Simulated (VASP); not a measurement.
Write the native input for VASP 6.6.1 that does the following.

```
Task                   : single point
Functional             : r2SCAN
Potentials or basis    : VASP PAW PBE potentials, release 64 (Al, Ni)
Cutoff                 : 520 eV
k mesh                 : 8 × 8 × 4, shifted
Occupations            : gaussian, width 0.15 eV
Spin                   : no spin polarisation
Dipole correction      : no
Further INCAR settings : ALGO = Normal; EDIFF = 1e-06; NBANDS = 21
```

Crystal: AlNi.

```xyz
4
Lattice="1.9387 -1.9532 0.0000 1.9387 1.9532 0.0000 0.0000 0.0000 6.1989" Properties=species:S:1:pos:R:3 pbc="T T T"
Al    0.0000    0.0000    0.0000
Al    0.0000    0.0000    3.0994
Ni    1.9387    0.0000    1.5497
Ni    1.9387    0.0000    4.6491
```

These files were run (other wordings do the same):

POSCAR

```
AlNi
1.0
    1.9386940000     -1.9531900000      0.0000000000
    1.9386940000      1.9531900000      0.0000000000
    0.0000000000      0.0000000000      6.1988600000
Al Ni
2 2
Direct
    0.0000000000      0.0000000000      0.0000000000
    0.0000000000      0.0000000000      0.5000000000
    0.5000000000      0.5000000000      0.2500000000
    0.5000000000      0.5000000000      0.7500000000
```

INCAR.step1

```
PREC = Accurate
ENCUT = 520
ISMEAR = 0
SIGMA = 0.15
LREAL = F
LASPH = T
NELM = 100
NBANDS = 21
GGA = PE
ALGO = Normal
EDIFF = 1E-4
LWAVE = T
LCHARG = F
```

INCAR.step2

```
PREC = Accurate
ENCUT = 520
EDIFF = 1E-6
ISMEAR = 0
SIGMA = 0.15
LREAL = F
LASPH = T
NELM = 100
ALGO = Normal
ISIF = 2
LWAVE = F
LCHARG = T
METAGGA = R2SCAN
LMIXTAU = T
LELF = T
LVHAR = T
NBANDS = 21
ISTART = 1
```

KPOINTS

```
Automatic mesh
0
Gamma
  8 8 4
  0.5 0.5 0.5
```

Potentials or basis: VASP PAW PBE potentials, release 64 (Al, Ni).

Command:

```console
$ cat potpaw_PBE.64/Al/POTCAR potpaw_PBE.64/Ni/POTCAR > POTCAR
$ cp INCAR.step1 INCAR
$ mpirun -np 1 vasp_std > vasp.out
$ cp INCAR.step2 INCAR
$ mpirun -np 1 vasp_std > vasp.out
```

It gave:

```
Pressure               : 0.4 GPa
Band gap on the k mesh : zero (band 13 reaches 11.46 eV, above the bottom of band 14 at 9.83 eV)
```

Caveat: the PAW data sets were made with another functional, which shifts forces and pressure a little.

It took 63 s on 1 thread of Intel(R) Xeon(R) 6975P-C (Granite Rapids), on a shared host, peak memory 0.17 GiB.
